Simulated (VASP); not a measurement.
Crystal: KPt.

```xyz
2
Lattice="3.0008 0.0000 0.0000 -1.5004 2.5988 0.0000 0.0000 0.0000 5.3456" Properties=species:S:1:pos:R:3 pbc="T T T"
K     0.0000    0.0000    2.6728
Pt    1.5004    0.8663    0.0000
```

Base run:

* Program: VASP 6.6.1
* Functional: LDA
* Potentials or basis: VASP PAW LDA potentials, release 64 (K_sv, Pt)
* Cutoff: 520 eV
* k mesh: 11 × 11 × 6
* Occupations: fermi-dirac, width 0.08 eV
* Spin: collinear spin
* Starting moments: [0.0, 0.15] μB
* Fixed moment: 0.15 μB

Its results: pressure -6.7 GPa; site moments K +0.01; Pt +0.12 μB.

The run is repeated on the same cell with these changes: fixed moment from 0.15 μB to 0.5 μB; moments at the start from [0.0, 0.15] to [0.0, 0.5]. What comes out?

Pressure -6.0 GPa; site moments K +0.01; Pt +0.41 μB.

Caveats: the cell stands under tension; the total moment is fixed, so each spin has its own Fermi level.
